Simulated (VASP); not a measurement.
Runs of VASP 6.6.1 on ZrO2. The structure is that of space group P4_2/nmc (No. 137), or close to it. The cells are those of the table. 

```tsv
cell	gap on the mesh (eV)	pressure (GPa)	largest force (eV/Å)
atoms relaxed from a = 3.643, b = 3.643, c = 5.245 Å, 6 atoms	3.88	-1.4	-
atoms relaxed from a = 3.523, b = 3.523, c = 5.071 Å, 6 atoms	4.03	20.7	0.01
atoms relaxed from a = 3.596, b = 3.596, c = 5.281 Å, 6 atoms	4.08	3.0	0.01
atoms relaxed from a = 3.572, b = 3.572, c = 5.142 Å, 6 atoms	(a)	10.3	0.01
```

Alike in all rows: task relaxation of the atoms; level PBE; potentials or basis VASP PAW PBE potentials, release 64 (Zr_sv, O); no spin polarisation; k mesh 8 × 8 × 6; cutoff (eV) 520; smearing fermi-dirac 0.02 eV.

Problem. Estimate the missing entries.

Solution. (a) 4.06.

A k mesh can miss the band edges, and the runs leave out spin-orbit coupling on Zr.
